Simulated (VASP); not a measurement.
# ScI2Cl (P6/mmm) in VASP: single point with PBE

Aim: the single point of ScI2Cl with PBE.

Everything below comes from runs of VASP 6.6.1. Logs are shortened: lines on timing, memory, paths and dates and some standing lists are left out, and cuts for length are marked.

### Step 1. The cell of the first run

Symmetry: P6/mmm, No. 191, hexagonal system. Conventional cell: a = 4.479 Å, b = 4.479 Å, c = 7.630 Å, α = 90.00°, β = 90.00°, γ = 120.00°. Within 2.4 Å of Sc (site symmetry 6/mmm) lie 2 I at 1.84 Å. I (site symmetry 6mm) has 1 Sc at 1.84 Å and 1 Cl at 1.98 Å within 2.4 Å. Cl (site symmetry 6/mmm) has 2 I at 1.98 Å within 2.6 Å.

### Step 2. Single point, PBE

Input file INCAR:

```
PREC     = Accurate       # precision mode
ENCUT    = 520            # plane-wave cutoff, eV
EDIFF    = 1E-7           # SCF threshold, eV
ISMEAR   = 0              # smearing method
SIGMA    = 0.1            # smearing width, eV
LREAL    = False          # projectors in reciprocal space
LASPH    = True           # aspherical terms in the spheres
NELM     = 80             # most SCF steps
ALGO     = Normal         # electronic algorithm
ISIF     = 2              # what is computed and relaxed
LWAVE    = False          # write WAVECAR
LCHARG   = True           # write CHGCAR
GGA      = PE             # functional
LELF     = True           # ELF
LVHAR    = True         
NBANDS   = 24             # bands
```

Input file KPOINTS:

```
Automatic mesh
0
Gamma
  6 6 2
```

Input file POSCAR:

```
ScI2Cl
1.0
    4.4791789700      0.0000000000      0.0000000000
   -2.2395894800      3.8790827800      0.0000000000
    0.0000000000      0.0000000000      7.6301401000
Sc I Cl
1 2 1
Direct
    0.0000000000      0.0000000000      0.5000000000
    0.0000000000      0.0000000000      0.2588451200
    0.0000000000      0.0000000000      0.7411548800
    0.0000000000      0.0000000000      0.0000000000
```

Potentials or basis: VASP PAW PBE potentials, release 64 (Sc_sv, I, Cl).

The run is started by

```
cat potpaw_PBE.64/Sc_sv/POTCAR potpaw_PBE.64/I/POTCAR potpaw_PBE.64/Cl/POTCAR > POTCAR
mpirun -np 1 vasp_std > vasp.out
```

OUTCAR:

```text
PREC = Accurate
   ENCUT = 520
   EDIFF = 1E-7
   ISMEAR = 0
   LREAL = False
   LASPH = True
   NELM = 80
   ISIF = 2
   GGA = PE

 ion  position               nearest neighbor table
   1  0.000  0.000  0.500-   2 1.84   3 1.84
   2  0.000  0.000  0.259-   1 1.84   4 1.98
   3  0.000  0.000  0.741-   1 1.84   4 1.98
   4  0.000  0.000  0.000-   2 1.98   3 1.98

  LATTYP: Found a hexagonal cell.
 ALAT       =     4.4791789700
 C/A-ratio  =     1.7034684595

  Lattice vectors:

 A1 = (   4.4791789700,   0.0000000000,   0.0000000000)
 A2 = (  -2.2395894800,   3.8790827800,   0.0000000000)
 A3 = (   0.0000000000,   0.0000000000,   7.6301401000)

Analysis of symmetry for initial positions (statically):
=====================================================================
 Subroutine PRICEL returns:
 Original cell was already a primitive cell.

 Routine SETGRP: Setting up the symmetry group for a
 hexagonal supercell.

 Subroutine GETGRP returns: Found 24 space group operations
 (whereof 24 operations were pure point group operations)
 out of a pool of 24 trial point group operations.

The static configuration has the point symmetry D_6h.

Analysis of symmetry for dynamics (positions and initial velocities):
=====================================================================
 Subroutine PRICEL returns:
 Original cell was already a primitive cell.

 Routine SETGRP: Setting up the symmetry group for a
 hexagonal supercell.

 Subroutine GETGRP returns: Found 24 space group operations
 (whereof 24 operations were pure point group operations)
 out of a pool of 24 trial point group operations.

The dynamic configuration has the point symmetry D_6h.

 Subroutine INISYM returns: Found 24 space group operations
 (whereof 24 operations are pure point group operations),
 and found     1 'primitive' translations

----------------------------------------------------------------------------------------

                                     Primitive cell

  volume of cell :     132.5745

  direct lattice vectors                    reciprocal lattice vectors
     4.479178970  0.000000000  0.000000000     0.223255201  0.128896450  0.000000000
    -2.239589480  3.879082780  0.000000000     0.000000000  0.257792900  0.000000000
[... 76 lines left out ...]
   ENCUT  =  520.0 eV  38.22 Ry    6.18 a.u.   8.33  8.33 14.19*2*pi/ulx,y,z
   NELM   =     80;   NELMIN=  2; NELMDL= -5     # of ELM steps
   EDIFF  = 0.1E-06   stopping-criterion for ELM
   LREAL  =      F    real-space projection
   EDIFFG = 0.1E-05   stopping-criterion for IOM
   NSW    =      0    number of steps for IOM
   IBRION =     -1    ionic relax: 0-MD 1-quasi-New 2-CG
   NFREE  =      0    steps in history (QN), initial steepest desc. (CG)
   ISIF   =      2    stress and relaxation
   ISYM   =      2    0-nonsym 1-usesym 2-fastsym
   POTIM  = 0.5000    time-step for ionic-motion
   TEBEG  =    0.0;   TEEND  =   0.0 temperature during run
   PSTRESS=    0.0 pullay stress
   NELECT =      32.0000    total number of electrons
   NUPDOWN=      -1.0000    fix difference up-down
   EMIN   =  10.00;   EMAX   =-10.00  energy-range for DOS
   EFERMI =   0.00;   METHOD = LEGACY
   ISMEAR =     0;   SIGMA  =   0.10  broadening in eV -4-tet -1-fermi 0-gaus
   EFERMI_NEDOS =   21; number of points for ismear=-14 and -15
   IALGO  =     38    algorithm
   IMIX   =      4    mixing-type and parameters
     AMIX     =   0.40;   BMIX     =  1.00
     AMIX_MAG =   1.60;   BMIX_MAG =  1.00
  volume/ion in A,a.u.               =      33.14       223.66
  Fermi-wavevector in a.u.,A,eV,Ry     =   1.019307  1.926210 14.136262  1.038986
  Thomas-Fermi vector in A             =   2.152813
   LORBIT       =      0    0 simple, 1 ext, 2 COOP (PROOUT), +10 PAW based schemes
   GGA     = PE    functional components
   LHFCALC =     F    Hartree Fock is set to
   AEXX    =    0.0000 exact exchange contribution
   IVDW    =     0    specifies the selected vdW correction
   LEPSILON=     F    determine dielectric tensor
   LRPA    =     F    only Hartree local field effects (RPA)
 non-spin polarized calculation
 Gauss-broadening in eV      SIGMA  =   0.10
  energy-cutoff  :      520.00
  volume of cell :      132.57
 maximum number of plane-waves:      3603
 NGX is ok and might be reduce to    36
   NGX = 17   NGY = 17   NGZ = 29

 number of electron      32.0000006 magnetization

 Free energy of the ion-electron system (eV)
  ---------------------------------------------------
  ext. energy  EPLUGINS =         0.00000000
  ---------------------------------------------------
  free energy    TOTEN  =        14.38940475 eV

  energy without entropy =       14.42791764  energy(sigma->0) =       14.40866120

 E-fermi :   5.7675     XC(G=0):  -7.9919

 val. band max:        5.7100608337   @ k =   0.5000  -0.0000   0.0000
 cond. band min:       5.7741732453   @ k =   0.3333   0.1667   0.0000
 fundamental gap:      0.0641124115
 Fermi energy:         5.7675401450

 k-point     1 :       0.0000    0.0000    0.0000
  band No.  band energies     occupation
      1     -44.3785      2.00000
      2     -25.7922      2.00000
      3     -22.6705      2.00000
      4     -22.6705      2.00000
      5     -17.3300      2.00000
      6     -12.2744      2.00000
[... 367 lines left out ...]
     23       8.4526      0.00000
     24       9.3147      0.00000

------------------------ aborting loop because EDIFF is reached ----------------------------------------

  FORCE on cell =-STRESS in cart. coord.  units (eV):
  Direction    XX          YY          ZZ          XY          YZ          ZX
  --------------------------------------------------------------------------------------
  -------------------------------------------------------------------------------------
  Total       -0.7598272     -0.7598272    176.2523582     -0.0000000      0.0000000     -0.0000000
  in kB       -9.1825948     -9.1825948   2130.0291336     -0.0000000      0.0000000     -0.0000000
  external PRESSURE =     703.8879813 kB  Pullay stress =       0.0000000 kB

 VOLUME and BASIS-vectors are now :
 -----------------------------------------------------------------------------
  energy-cutoff  :      520.00
  volume of cell :      132.57
      direct lattice vectors                 reciprocal lattice vectors
     4.479178970  0.000000000  0.000000000     0.223255201  0.128896450  0.000000000
    -2.239589480  3.879082780  0.000000000     0.000000000  0.257792900  0.000000000
     0.000000000  0.000000000  7.630140100     0.000000000  0.000000000  0.131059192

 POSITION                                       TOTAL-FORCE (eV/Angst)
 -----------------------------------------------------------------------------------
      0.00000      0.00000      3.81507         0.000000      0.000000      0.000000
      0.00000      0.00000      1.97502        -0.000000      0.000000    -11.399827
      0.00000      0.00000      5.65512        -0.000000     -0.000000     11.399827
      0.00000      0.00000      0.00000         0.000000      0.000000      0.000000
 -----------------------------------------------------------------------------------
    total drift:                                0.000000     -0.000000      0.000000

  FREE ENERGIE OF THE ION-ELECTRON SYSTEM (eV)
  ---------------------------------------------------
  free  energy   TOTEN  =        14.3894047531 eV

  energy  without entropy=       14.4279176386  energy(sigma->0) =       14.40866120
```

OSZICAR:

```text
N       E                     dE             d eps       ncg     rms          rms(c)
DAV:   1     0.345626077446E+03    0.34563E+03   -0.13844E+04   696   0.115E+03
DAV:   2     0.447524978038E+02   -0.30087E+03   -0.28093E+03   696   0.319E+02
DAV:   3     0.126756329678E+02   -0.32077E+02   -0.30001E+02   960   0.108E+02
[... 11 lines left out ...]
DAV:  15     0.143894063475E+02   -0.43189E-05   -0.15527E-05   888   0.236E-02    0.148E-02
DAV:  16     0.143894051336E+02   -0.12140E-05   -0.43079E-06  1024   0.183E-02    0.829E-03
DAV:  17     0.143894049875E+02   -0.14607E-06   -0.11828E-06   904   0.109E-02    0.106E-02
DAV:  18     0.143894047877E+02   -0.19975E-06   -0.42234E-07   808   0.569E-03    0.238E-03
DAV:  19     0.143894047531E+02   -0.34670E-07   -0.24848E-08   568   0.170E-03
   1 F= 0.14389405E+02 E0= 0.14408661E+02  d E =-.385129E-01
```

Wall time 31 s (1 thread of Intel Xeon 6975P-C (Granite Rapids), shared host); peak memory 0.28 GiB.

Results:

```yaml
Free_energy: 14.3894 eV
Pressure: 70.4 GPa
Largest_force: 11.400 eV/Å
Band_gap_on_the_k_mesh: zero (band 16 reaches 5.92 eV, above the bottom of band 17 at 5.56 eV)
```

Forces in eV/Å, atoms in the order of the input:
```
Sc    0.000   0.000   0.000
I     0.000   0.000 -11.400
I     0.000   0.000  11.400
Cl    0.000   0.000   0.000
```

Stress tensor (GPa, compression positive):
```
 -0.92   0.00   0.00
  0.00  -0.92   0.00
  0.00   0.00 213.00
```

Caveat: the k points lie up to 0.41 Å⁻¹ apart; spin-orbit coupling is left out, which moves the levels of the heavy elements; forces of over 1 eV/Å act on the atoms, so gaps and moduli don't describe the material at rest.
